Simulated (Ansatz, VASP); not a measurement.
**One calculation of Te2Mo, two programs**

```
CELL_PARAMETERS angstrom
3.50388 0.00000 0.00000
-1.75194 3.03445 0.00000
0.00000 0.00000 24.76772
ATOMIC_POSITIONS crystal
Te 0.33333 0.66667 0.18169
Te 0.33333 0.66667 0.32841
Te 0.33333 0.66667 0.46689
Te 0.33333 0.66667 0.61361
Mo 0.66667 0.33333 0.25505
Mo 0.66667 0.33333 0.54025
```

Alike in both runs: task single point; functional PBE; dispersion D3(BJ); k mesh 9 × 9 × 1; occupations gaussian, width 0.05 eV; no spin polarisation.

|  | VASP | Ansatz |
| --- | --- | --- |
| version | VASP 6.6.1 | Ansatz 0.2.0 |
| potentials or method | VASP PAW PBE potentials, release 64 (Te, Mo_sv), cutoff 520 eV | scalar-relativistic, plane waves, PAW |
| valence electrons in the cell | 52 | 92 |

```csv
,VASP,Ansatz,Ansatz less VASP
gap on the k mesh at the Fermi level (eV),0.95,0.95,+0.005
least direct gap on the mesh (eV),1.12,1.12,0.000
rms of the force components (eV/Å),0.174,0.179,+0.0049
```

VASP's potentials hold 52 valence electrons a cell and Ansatz's 92, so a difference there can come from the potentials and not from the codes.

Spin-orbit coupling is off throughout.
